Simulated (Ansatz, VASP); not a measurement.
# CaO in VASP and in Ansatz

File INCAR:

```
PREC = Accurate ; ENCUT = 520
EDIFF = 1E-7 ; ISMEAR = 0
SIGMA = 0.018000000000000002 ; LREAL = False
LASPH = True ; NELM = 100
ALGO = Normal ; ISIF = 2
LWAVE = False ; LCHARG = False
GGA = PE ; NBANDS = 15
```

The input KPOINTS:

```
regular mesh
0
Gamma
  10 10 10
```

Contents of POSCAR:

```
CaO
1.0
    0.0000000000      2.4035556960      2.4035556960
    2.4035556960      0.0000000000      2.4035556960
    2.4035556960      2.4035556960      0.0000000000
Ca O
1 1
Direct
    0.0000000000      0.0000000000      0.0000000000
    0.5000000000      0.5000000000      0.5000000000
```

Contents of input.yaml:

```yaml
crystal:
  lattice:
    - [0.0, 2.403555696, 2.403555696]
    - [2.403555696, 0.0, 2.403555696]
    - [2.403555696, 2.403555696, 0.0]
  atoms:
    - { symbol: Ca, position: [0.0, 0.0, 0.0] }
    - { symbol: O, position: [0.5, 0.5, 0.5] }
kpoints:
  mp_grid: { grid: [10, 10, 10] }
scf:
  occupations: { method: gaussian, width: 0.018 }
hamiltonian:
  xc: pbe
  pseudopotentials: { kind: all_electron, lapw: { basis_error: 0.001 } }
output:
  forces: true
  stress: true
  eigenvalues: true
```

Alike in both runs: task single point; functional PBE; k mesh 10 × 10 × 10; occupations gaussian, width 0.018 eV; no spin polarisation.

|  | VASP | Ansatz |
| --- | --- | --- |
| version | VASP 6.6.1 | Ansatz 0.2.0 |
| potentials or method | VASP PAW PBE potentials, release 64 (Ca_sv, O), cutoff 520 eV | all-electron LAPW, scalar-relativistic |

```tsv
	VASP	Ansatz	Ansatz less VASP
gap on the k mesh at the Fermi level (eV)	3.64	3.65	+0.016
least direct gap on the mesh (eV)	4.01	4.03	+0.015
pressure (GPa)	2.2	1.6	-0.60
```

Ansatz ran all-electron here, and VASP with PAW potentials.
